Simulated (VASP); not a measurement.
**Sb: single point with r2SCAN**

Sb:

```
Sb
1.0
    -1.88897    1.88897    1.88897
     1.88897   -1.88897    1.88897
     1.88897    1.88897   -1.88897
Sb
1
Direct
  0.00000 0.00000 0.00000
```

* Program: VASP 6.6.1
* Task: single point
* Functional: r2SCAN
* Potentials or basis: VASP PAW PBE potentials, release 64 (Sb)
* Cutoff: 520 eV
* k mesh: 13 × 13 × 13
* Occupations: fermi-dirac, width 0.1 eV
* Spin: no spin polarisation

- Pressure: -0.2 GPa

Levels at points of the mesh, in eV from the Fermi level:
```
           k point  band 1  band 2  band 3  band 4  band 5  band 6  band 7
(0.00, 0.00, 0.00)  -13.39    5.82    5.82    5.82   11.00   11.00   11.00
```

Run time: 2.8 min on 1 thread of AMD EPYC 7R13 (shared host), peak memory 0.12 GiB.

Caveat: the PAW data sets were made with another functional, which shifts forces and pressure a little; spin-orbit coupling is left out, which moves the levels of the heavy elements.
